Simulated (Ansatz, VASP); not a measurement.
Be: VASP beside Ansatz

The input INCAR:

```
PREC     = Accurate       # precision mode
ENCUT    = 520            # plane-wave cutoff, eV
EDIFF    = 1E-8           # SCF threshold, eV
ISMEAR   = -1             # smearing method
SIGMA    = 0.05           # smearing width, eV
LREAL    = False          # projectors in reciprocal space
LASPH    = True           # aspherical terms in the spheres
NELM     = 60             # most SCF steps
ALGO     = Normal         # electronic algorithm
ISIF     = 2              # what is computed and relaxed
LWAVE    = False          # write WAVECAR
LCHARG   = False          # write CHGCAR
GGA      = PE             # functional
LEFG     = True         
NBANDS   = 12             # bands
```

KPOINTS

```
regular mesh
0
Gamma
  9 9 14
```

File POSCAR:

```
Be
1.0
    3.8202995976      0.0000000000      0.0000000000
    0.0000000000      3.8202995976      0.0000000000
    0.0000000000      0.0000000000      2.3260223395
Be
4
Direct
    0.2974080000      0.2974080000      0.0000000000
    0.7025920000      0.7025920000      0.0000000000
    0.2025920000      0.7974080000      0.5000000000
    0.7974080000      0.2025920000      0.5000000000
```

Input for Ansatz:

```yaml
crystal:
  lattice:
    - [3.8202995976, 0.0, 0.0]
    - [0.0, 3.8202995976, 0.0]
    - [0.0, 0.0, 2.3260223395]
  atoms:
    - { symbol: Be, position: [0.297408, 0.297408, 0.0] }
    - { symbol: Be, position: [0.702592, 0.702592, 0.0] }
    - { symbol: Be, position: [0.202592, 0.797408, 0.5] }
    - { symbol: Be, position: [0.797408, 0.202592, 0.5] }
kpoints:
  mp_grid: { grid: [9, 9, 14] }
scf:
  occupations: { method: fermi_dirac, width: 0.05 }
hamiltonian:
  xc: pbe
  pseudopotentials: { kind: paw }
output:
  forces: true
  stress: true
  eigenvalues: true
  efg: { contact_densities: true }
```

Change from the starting cell: volume scaled by 1.06, PAW files.

Alike in both runs: task electric field gradients; functional PBE; k mesh 9 × 9 × 14; occupations fermi-dirac, width 0.05 eV; no spin polarisation.

```csv
,VASP,Ansatz
version,VASP 6.6.1,Ansatz 0.2.0
potentials or method,"VASP PAW PBE potentials, release 64 (Be)","PAW with Ansatz's default frozen-core files, scalar-relativistic"
plane-wave cutoff (eV),520,420
valence electrons in the cell,8,8
```

Ansatz gave:

```
pressure (GPa)                                                : -6.3
traceless stress, the component that is largest in VASP (GPa) : -1.42
rms of the force components (eV/Å)                            : 0.022
size of Vzz on the site where it differs most (V/Å²)          : 1.4
```

**Question.** What did VASP give for the same quantities?

**Answer.** Pressure (GPa): -6.2; traceless stress, the component that is largest in VASP (GPa): -1.42; rms of the force components (eV/Å): 0.021; size of Vzz on the site where it differs most (V/Å²): 1.7.

Atom by atom the forces differ by 0.001 eV/Å (rms over components).
